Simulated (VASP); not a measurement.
Here is a VASP 6.6.1 calculation.

File INCAR:

```
SYSTEM = Fe3Ge
PREC     = Accurate       ! precision mode
ENCUT    = 520            ! plane-wave cutoff, eV
EDIFF    = 1E-7           ! SCF threshold, eV
ISMEAR   = 0              ! smearing method
SIGMA    = 0.1            ! smearing width, eV
LREAL    = .False.        ! projectors in reciprocal space
LASPH    = .True.         ! aspherical terms in the spheres
NELM     = 150            ! most SCF steps
ALGO     = Fast           ! electronic algorithm
ISIF     = 2              ! what is computed and relaxed
LWAVE    = .False.        ! write WAVECAR
LCHARG   = .False.        ! write CHGCAR
ISPIN    = 2              ! spin polarisation
MAGMOM   = 1.41 1.41 1.41 -0.08 ! initial moments
LORBIT   = 11             ! projections on sites
NUPDOWN  = 3.75           ! fixed moment
LMAXMIX  = 4              ! l up to which the mixer works
GGA      = PS             ! functional
NBANDS   = 31             ! bands
```

File KPOINTS:

```
regular mesh
0
Gamma
  12 12 12
  0 0 0
```

File POSCAR:

```
Fe3Ge
1.0
    3.6605005200      0.0000000000      0.0000000000
    0.0000000000      3.6605005200      0.0000000000
    0.0000000000      0.0000000000      3.6605005200
Fe Ge
3 1
Direct
    0.0000000000      0.5000000000      0.5000000000
    0.5000000000      0.5000000000      0.0000000000
    0.5000000000      0.0000000000      0.5000000000
    0.0000000000      0.0000000000      0.0000000000
```

Potentials or basis: VASP PAW PBE potentials, release 64 (Fe, Ge_d).

Run with:

```console
$ cat potpaw_PBE.64/Fe/POTCAR potpaw_PBE.64/Ge_d/POTCAR > POTCAR
$ mpirun -np 1 vasp_std > vasp.out
```

Predict the pressure.

-19.8 GPa.

Caveat: the cell stands under tension; the PAW data sets were made with another functional, which shifts forces and pressure a little; the total moment is fixed, so each spin has its own Fermi level and the state may be an excited one.
